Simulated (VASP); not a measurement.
Wanted: the native input for a VASP 6.6.1 run.

```
Task                               : single point
Functional                         : r2SCAN50
Potentials or basis                : VASP PAW PBE potentials, release 64 (Cd, S)
Cutoff                             : 520 eV
k mesh                             : 4 × 4 × 4
Occupations                        : gaussian, width 0.01 eV
Spin                               : no spin polarisation
Dipole correction                  : no
Grid for exact exchange (PRECFOCK) : Normal
Further INCAR settings             : ALGO = Normal; EDIFF = 1e-07; NBANDS = 16
Share of exact exchange            : 0.5
```

Crystal: CdS.

```
Cd S
1.0
     0.00000    2.93921    2.93921
     2.93921    0.00000    2.93921
     2.93921    2.93921    0.00000
Cd S
1 1
Direct
  0.00000 0.00000 0.00000
  0.25000 0.25000 0.25000
```

One way to write it, as run:

POSCAR

```
CdS
1.0
    0.0000000000      2.9392138883      2.9392138883
    2.9392138883      0.0000000000      2.9392138883
    2.9392138883      2.9392138883      0.0000000000
Cd S
1 1
Direct
    0.0000000000      0.0000000000      0.0000000000
    0.2500000000      0.2500000000      0.2500000000
```

INCAR.step1

```
ALGO = Normal ; EDIFF = 1E-5
ENCUT = 520 ; GGA = PE
ISIF = 2 ; ISMEAR = 0
LASPH = True ; LCHARG = False
LREAL = False ; LWAVE = True
NBANDS = 16 ; NELM = 100
PREC = Accurate ; SIGMA = 0.01
```

INCAR.step2

```
AEXX = 0.5 ; ALGO = Normal
EDIFF = 1E-7 ; ENCUT = 520
ISIF = 2 ; ISMEAR = 0
ISTART = 1 ; LASPH = True
LCHARG = False ; LHFCALC = True
LMIXTAU = True ; LREAL = False
LWAVE = False ; METAGGA = R2SCAN
NBANDS = 16 ; NELM = 100
PREC = Accurate ; PRECFOCK = Normal
SIGMA = 0.01
```

KPOINTS

```
k-points
0
Gamma
  4 4 4
```

Potentials or basis: VASP PAW PBE potentials, release 64 (Cd, S).

Command:

```console
$ cat potpaw_PBE.64/Cd/POTCAR potpaw_PBE.64/S/POTCAR > POTCAR
$ cp INCAR.step1 INCAR
$ mpirun -np 1 vasp_std > vasp.out
$ cp INCAR.step2 INCAR
$ mpirun -np 1 vasp_std > vasp.out
```

It gave:

| Property | Result |
| --- | --- |
| Pressure | -0.9 GPa |
| Band gap on the k mesh | 4.70 eV |

Caveat: the k points lie up to 0.46 Å⁻¹ apart; the PAW data sets were made with another functional, which shifts forces and pressure a little.

It took 7.8 min on 1 thread of AMD EPYC 7R13 Processor (Zen 3), with other jobs on the host, peak memory 0.17 GiB.
